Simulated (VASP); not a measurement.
Rb, 2 atoms in the cell. It takes space group C2/c (No. 15, monoclinic). The conventional cell has a = 5.065 Å, b = 9.340 Å, c = 8.860 Å, α = 90.00°, β = 104.64°, γ = 90.00°. 

- Program: VASP 6.6.1
- Task: single point
- Functional: RPBE
- Potentials or basis: VASP PAW PBE potentials, release 64 (Rb_sv)
- Cutoff: 520 eV
- k mesh: 12 × 12 × 6
- Occupations: fermi-dirac, width 0.1 eV
- Spin: no spin polarisation
- Dipole correction: no
- Further INCAR settings: ALGO = Normal; EDIFF = 1e-06; NBANDS = 16

Potentials or basis: VASP PAW PBE potentials, release 64 (Rb_sv).

Command:

```sh
$ cat potpaw_PBE.64/Rb_sv/POTCAR > POTCAR
$ mpirun -np 1 vasp_std > vasp.out
```

Hardware: 1 thread of Intel(R) Xeon(R) Platinum 8488C (Sapphire Rapids) (shared host).

Task: How long does it take, and how much memory?

Result: It took 6.2 min on 1 thread of Intel(R) Xeon(R) Platinum 8488C (Sapphire Rapids), with other jobs on the host, peak memory 0.77 GiB. Counts: scf iterations 11, k points 242.
